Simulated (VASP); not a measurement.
# C (P6_3/mmc) in VASP: a series of runs, part 3 of 3

VASP 6.6.1.

### Step 4. Single point, PBEsol (strained cell)

Input file INCAR:

```
SYSTEM = C
ALGO = Normal ; EDIFF = 1E-7
ENCUT = 520 ; GGA = PS
ISIF = 2 ; ISMEAR = 0
LASPH = .True. ; LCHARG = .False.
LREAL = .False. ; LWAVE = .False.
NBANDS = 16 ; NELM = 60
PREC = Accurate ; SIGMA = 0.02
```

Input file KPOINTS:

```
k-points
0
Gamma
  9 9 6
  0 0 0
```

Input file POSCAR:

```
C
1.0
    2.4612466107      0.0000000000      0.0000000000
   -1.2306233054      2.1315020899      0.0000000000
    0.0000000000      0.0000000000      4.1653029917
C
4
Direct
    0.3333333333      0.6666666667      0.0000573180
    0.6666666667      0.3333333333      0.5000573180
    0.3333333333      0.6666666667      0.3739426820
    0.6666666667      0.3333333333      0.8739426820
```

Potentials or basis: VASP PAW PBE potentials, release 64 (C).

On the command line:

```sh
> cat potpaw_PBE.64/C/POTCAR > POTCAR
> mpirun -np 1 vasp_std > vasp.out
```

OUTCAR:

```text
SYSTEM = C
   EDIFF = 1E-7
   ENCUT = 520
   GGA = PS
   ISIF = 2
   ISMEAR = 0
   LASPH = .True.
   LREAL = .False.
   NELM = 60
   PREC = Accurate

 ion  position               nearest neighbor table
   1  0.333  0.667  0.000-   4 1.51   4 1.51   4 1.51   3 1.56
   2  0.667  0.333  0.500-   3 1.51   3 1.51   3 1.51   4 1.56
   3  0.333  0.667  0.374-   2 1.51   2 1.51   2 1.51   1 1.56
   4  0.667  0.333  0.874-   1 1.51   1 1.51   1 1.51   2 1.56

  LATTYP: Found a hexagonal cell.
 ALAT       =     2.4612466107
 C/A-ratio  =     1.6923549934

  Lattice vectors:

 A1 = (   2.4612466107,   0.0000000000,   0.0000000000)
 A2 = (  -1.2306233054,   2.1315020899,   0.0000000000)
 A3 = (   0.0000000000,   0.0000000000,   4.1653029917)

Analysis of symmetry for initial positions (statically):
=====================================================================
 Subroutine PRICEL returns:
 Original cell was already a primitive cell.

 Routine SETGRP: Setting up the symmetry group for a
 hexagonal supercell.

[... 172 lines left out ...]
 E-fermi :  10.7472     XC(G=0): -13.6144

 val. band max:       10.5810174586   @ k =   0.0000   0.0000   0.0000
 cond. band min:      13.4554616645   @ k =   0.3333   0.3333   0.0000
 fundamental gap:      2.8744442058
 Fermi energy:        10.7472301529

 k-point     1 :       0.0000    0.0000    0.0000
  band No.  band energies     occupation
      1     -11.7973      2.00000
      2      -6.1915      2.00000
      3      -3.6651      2.00000
      4       7.5299      2.00000
      5       7.5299      2.00000
      6       9.9856      2.00000
[... 433 lines left out ...]
      3      -0.8883      2.00000
      4      -0.2280      2.00000
      5      -0.2280      2.00000
      6       2.6023      2.00000
[... 8 lines left out ...]
     15      26.8242      0.00000
     16      26.8242      0.00000

 [... further k-points ...]

------------------------ aborting loop because EDIFF is reached ----------------------------------------

  FORCE on cell =-STRESS in cart. coord.  units (eV):
  Direction    XX          YY          ZZ          XY          YZ          ZX
  --------------------------------------------------------------------------------------
  -------------------------------------------------------------------------------------
  Total        3.0819952      3.0819952      0.0317520     -0.0000000     -0.0000000     -0.0000000
  in kB      225.9722147    225.9722147      2.3280627     -0.0000000     -0.0000000     -0.0000000
  external PRESSURE =     151.4241640 kB  Pullay stress =       0.0000000 kB

 VOLUME and BASIS-vectors are now :
 -----------------------------------------------------------------------------
  energy-cutoff  :      520.00
  volume of cell :       21.85
      direct lattice vectors                 reciprocal lattice vectors
     2.461246611  0.000000000  0.000000000     0.406298173  0.234576359  0.000000000
    -1.230623305  2.131502090  0.000000000     0.000000000  0.469152719  0.000000000
     0.000000000  0.000000000  4.165302992     0.000000000  0.000000000  0.240078573

 POSITION                                       TOTAL-FORCE (eV/Angst)
 -----------------------------------------------------------------------------------
     -0.00000      1.42100      0.00024        -0.000000      0.000000      0.011890
      1.23062      0.71050      2.08289         0.000000     -0.000000      0.011890
     -0.00000      1.42100      1.55758        -0.000000      0.000000     -0.011890
      1.23062      0.71050      3.64024         0.000000     -0.000000     -0.011890
 -----------------------------------------------------------------------------------
    total drift:                               -0.000000      0.000000      0.000002

  FREE ENERGIE OF THE ION-ELECTRON SYSTEM (eV)
  ---------------------------------------------------
  free  energy   TOTEN  =       -38.3544617471 eV

  energy  without entropy=      -38.3544617471  energy(sigma->0) =      -38.35446175
```

OSZICAR:

```text
N       E                     dE             d eps       ncg     rms          rms(c)
DAV:   1     0.192398705635E+02    0.19240E+02   -0.82021E+03  1536   0.968E+02
DAV:   2    -0.381321144239E+02   -0.57372E+02   -0.53364E+02  2192   0.192E+02
DAV:   3    -0.398415574918E+02   -0.17094E+01   -0.17060E+01  1856   0.282E+01
DAV:   4    -0.398470194182E+02   -0.54619E-02   -0.54614E-02  1952   0.201E+00
DAV:   5    -0.398470467241E+02   -0.27306E-04   -0.27305E-04  1848   0.121E-01    0.830E+00
DAV:   6    -0.387384975359E+02    0.11085E+01   -0.66021E-01  1832   0.515E+00    0.490E+00
DAV:   7    -0.383538124418E+02    0.38469E+00   -0.75299E-01  1920   0.568E+00    0.103E+00
DAV:   8    -0.383544058084E+02   -0.59337E-03   -0.15363E-02  1648   0.840E-01    0.429E-02
DAV:   9    -0.383544434811E+02   -0.37673E-04   -0.68004E-05  2032   0.694E-02    0.285E-02
DAV:  10    -0.383544621458E+02   -0.18665E-04   -0.94837E-06  1680   0.254E-02    0.843E-03
DAV:  11    -0.383544616758E+02    0.47000E-06   -0.37046E-07  2056   0.497E-03    0.119E-03
DAV:  12    -0.383544617471E+02   -0.71304E-07   -0.14663E-08  1104   0.106E-03
   1 F= -.38354462E+02 E0= -.38354462E+02  d E =-.469281E-34
```

It took 22 s on 1 thread of Intel Xeon 8259CL, shared host; peak memory 0.13 GiB.

What came out:

- Free energy: -38.3545 eV
- Pressure: 15.1 GPa
- Largest force: 0.012 eV/Å
- Band gap on the k mesh: 2.87 eV (least direct gap 4.93 eV)

Forces in eV/Å, atoms in the order of the input:
```
C    0.000  0.000  0.012
C    0.000  0.000  0.012
C    0.000  0.000 -0.012
C    0.000  0.000 -0.012
```

Stress tensor (GPa, compression positive):
```
22.60  0.00  0.00
 0.00 22.60  0.00
 0.00  0.00  0.23
```

Caveat: the cell differs from its parent crystal (strained cell); the cell stands under pressure; the PAW data sets were made with another functional, which shifts forces and pressure a little; an odd mesh through Γ misses points on the zone boundary, where band edges can lie.

### Step 5. Single point, PBEsol (strained cell)

Input file INCAR:

```
  PREC = Accurate
  ENCUT = 520
  EDIFF = 1E-6
  ISMEAR = 0
  SIGMA = 0.02
  LREAL = False
  LASPH = True
  NELM = 100
  ALGO = Normal
  ISIF = 2
  LWAVE = False
  LCHARG = False
  GGA = PS
  NBANDS = 16
```

Input file KPOINTS:

```
regular mesh
0
Gamma
  9 9 6
```

POSCAR, as its differences from that of step 4:

```diff
@@ -4,3 +4,3 @@
    -1.2306233054      2.1315020899      0.0000000000
-    0.0000000000      0.0000000000      4.1653029917
+    0.0000000000      0.0000000000      4.1627789741
 C
```

On the command line:

```sh
> cat potpaw_PBE.64/C/POTCAR > POTCAR
> mpirun -np 1 vasp_std > vasp.out
```

Wall time 19 s (1 thread of Intel Xeon 8259CL, shared host); peak memory 0.13 GiB.

It converged, with:

```yaml
Free_energy: -38.3544 eV
Pressure: 15.4 GPa
Largest_force: 0.012 eV/Å
Band_gap_on_the_k_mesh: 2.87 eV (least direct gap 4.95 eV)
```

Forces in eV/Å, atoms in the order of the input:
```
C    0.000  0.000  0.012
C    0.000  0.000  0.012
C    0.000  0.000 -0.012
C    0.000  0.000 -0.012
```

Stress tensor (GPa, compression positive):
```
22.63  0.00  0.00
 0.00 22.63  0.00
 0.00  0.00  1.07
```

Levels at points of the mesh, in eV from the valence-band top:
| k point | band 4 | band 5 | band 6 | band 7 | band 8 | band 9 | band 10 | band 11 | band 12 | band 13 |
| --- | --- | --- | --- | --- | --- | --- | --- | --- | --- | --- |
| (0.00, 0.00, 0.00) | -3.06 | -3.06 | -0.60 | 0.00 | 0.00 | 4.95 | 5.14 | 5.14 | 9.00 | 9.71 |
| (0.00, 0.00, 0.50) | -7.50 | -1.83 | -1.83 | -1.83 | -1.83 | 7.42 | 7.42 | 7.42 | 7.42 | 8.10 |

Caveat: the cell differs from its parent crystal (strained cell); the cell stands under pressure; the PAW data sets were made with another functional, which shifts forces and pressure a little; an odd mesh through Γ misses points on the zone boundary, where band edges can lie.

### Step 6. Single point, PBEsol (strained cell)

Input file INCAR:

```
ALGO = Normal
EDIFF = 1E-7
ENCUT = 520
GGA = PS
ISIF = 2
ISMEAR = 0
LASPH = True
LCHARG = True
LELF = True
LREAL = False
LVHAR = True
LWAVE = False
NBANDS = 16
NELM = 80
PREC = Accurate
SIGMA = 0.02
```

Input file KPOINTS:

```
k-points
0
Gamma
  9 9 6
```

POSCAR, as its differences from that of step 5:

```diff
@@ -4,3 +4,3 @@
    -1.2306233054      2.1315020899      0.0000000000
-    0.0000000000      0.0000000000      4.1627789741
+    0.0000000000      0.0000000000      4.1625633096
 C
```

Potentials or basis: VASP PAW PBE potentials, release 64 (C).

On the command line:

```sh
> cat potpaw_PBE.64/C/POTCAR > POTCAR
> mpirun -np 1 vasp_std > vasp.out
```

Run time: 23 s. Hardware: 1 thread of Intel Xeon 8259CL, shared host; peak memory 0.13 GiB.

The run converged. Its results:

- Free energy: -38.3544 eV
- Pressure: 15.5 GPa
- Largest force: 0.012 eV/Å
- Band gap on the k mesh: 2.87 eV (least direct gap 4.95 eV)

Forces in eV/Å, atoms in the order of the input:
```
C    0.000  0.000  0.012
C    0.000  0.000  0.012
C    0.000  0.000 -0.012
C    0.000  0.000 -0.012
```

Stress tensor (GPa, compression positive):
```
22.63  0.00  0.00
 0.00 22.63  0.00
 0.00  0.00  1.14
```

Levels at points of the mesh, in eV from the valence-band top:
```tsv
k point	band 4	band 5	band 6	band 7	band 8	band 9	band 10	band 11	band 12	band 13
(0.00, 0.00, 0.00)	-3.06	-3.06	-0.60	0.00	0.00	4.95	5.14	5.14	9.00	9.71
(0.00, 0.00, 0.50)	-7.50	-1.83	-1.83	-1.83	-1.83	7.42	7.42	7.42	7.42	8.10
```

Caveat: the cell differs from its parent crystal (strained cell); the cell stands under pressure; the PAW data sets were made with another functional, which shifts forces and pressure a little; an odd mesh through Γ misses points on the zone boundary, where band edges can lie.

### Step 7. Summary

```csv
cell,gap on the mesh (eV),pressure (GPa),largest force (eV/Å)
"a = 2.461, b = 2.461, c = 4.073 Å, angles 90.0, 90.0, 120.0°, 4 atoms",2.85,27.0,-
"a = 2.461, b = 2.461, c = 4.198 Å, angles 90.0, 90.0, 120.0°, 4 atoms",2.90,11.4,0.01
"a = 2.461, b = 2.461, c = 4.165 Å, angles 90.0, 90.0, 120.0°, 4 atoms",2.87,15.1,0.01
"a = 2.461, b = 2.461, c = 4.163 Å, angles 90.0, 90.0, 120.0°, 4 atoms",2.87,15.5,0.01
```

Alike in all rows: task single point; level PBEsol; potentials or basis VASP PAW PBE potentials, release 64 (C); no spin polarisation; k mesh 9 × 9 × 6; cutoff (eV) 520; smearing gaussian 0.02 eV.

Caveats: the cell stands under pressure; the PAW data sets were made with another functional, which shifts forces and pressure a little; an odd mesh through Γ misses points on the zone boundary, where band edges can lie.

Total energies depend on the potentials used, so only differences within one code and one set of settings carry meaning.
